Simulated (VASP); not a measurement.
Zn8O7 (a cell with a defect), 15 atoms in the cell. The cell holds a defect, 15 atoms: a = 5.293 Å, b = 6.559 Å, c = 6.559 Å, α = 120.00°, β = 90.00°, γ = 90.00°.  This cell differs from its parent crystal: atoms taken out, then relaxed in part.

| Property | Result |
| --- | --- |
| Program | VASP 6.6.1 |
| Task | single point |
| Functional | PBE |
| Potentials or basis | VASP PAW PBE potentials, release 64 (Zn, O) |
| Cutoff | 520 eV |
| k mesh | 3 × 3 × 3 |
| Occupations | gaussian, width 0.01 eV |
| Spin | no spin polarisation |
| Dipole correction | no |
| Further INCAR settings | LREAL = Auto; ALGO = Normal; EDIFF = 1e-06; NBANDS = 82 |

Potentials or basis: VASP PAW PBE potentials, release 64 (Zn, O).

The run is started by

```bash
$ cat potpaw_PBE.64/Zn/POTCAR potpaw_PBE.64/O/POTCAR > POTCAR
$ mpirun -np 1 vasp_std > vasp.out
```

Hardware: 1 thread of Intel(R) Xeon(R) 6975P-C (Granite Rapids) (shared host).

Q: Estimate the wall time of this run.

A: Wall time 3.5 min on 1 thread of Intel(R) Xeon(R) 6975P-C (Granite Rapids), with other jobs on the host, peak memory 0.36 GiB. Counts: scf iterations 18, k points 14.
